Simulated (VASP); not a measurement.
Runs of VASP 6.6.1 on Na2BrF. The structure is that of space group P4/mmm (No. 123), or close to it. The cells are those of the table. 

```tsv
task	cell	cutoff (eV)	smearing	gap on the mesh (eV)	pressure (GPa)	relaxed volume (Å³/atom)
relaxation of cell and atoms	relaxed from a = 3.951, b = 3.951, c = 5.515 Å, 4 atoms	600	gaussian 0.01 eV	4.47	0.0	(c)
single point	a = 3.611, b = 3.611, c = 5.107 Å, 4 atoms	520	gaussian 0.1 eV	5.26	(a)	-
relaxation of cell and atoms	relaxed from a = 3.930, b = 3.930, c = 5.496 Å, 4 atoms	600	gaussian 0.02 eV	4.47	0.0	21.48
relaxation of cell and atoms	relaxed from a = 3.611, b = 3.611, c = 5.107 Å, 4 atoms	600	gaussian 0.1 eV	(b)	0.1	21.42
single point	a = 3.930, b = 3.930, c = 5.496 Å, 4 atoms	520	gaussian 0.1 eV	4.51	0.3	-
single point	a = 3.951, b = 3.951, c = 5.515 Å, 4 atoms	520	gaussian 0.02 eV	4.46	0.0	-
single point	a = 3.952, b = 3.952, c = 5.516 Å, 4 atoms	520	gaussian 0.01 eV	4.46	-0.1	-
```

Alike in all rows: level PBE; potentials or basis VASP PAW PBE potentials, release 64 (Na_pv, Br, F); no spin polarisation; k mesh 6 × 6 × 4.

Q: Estimate the missing entries.

A: (a) 11.5; (b) 4.48; (c) 21.49.

Caveats: the volume moved by over 15 % at a fixed basis, so the end points are rough (some runs).

A k mesh can miss the band edges, and the runs leave out spin-orbit coupling on Br.
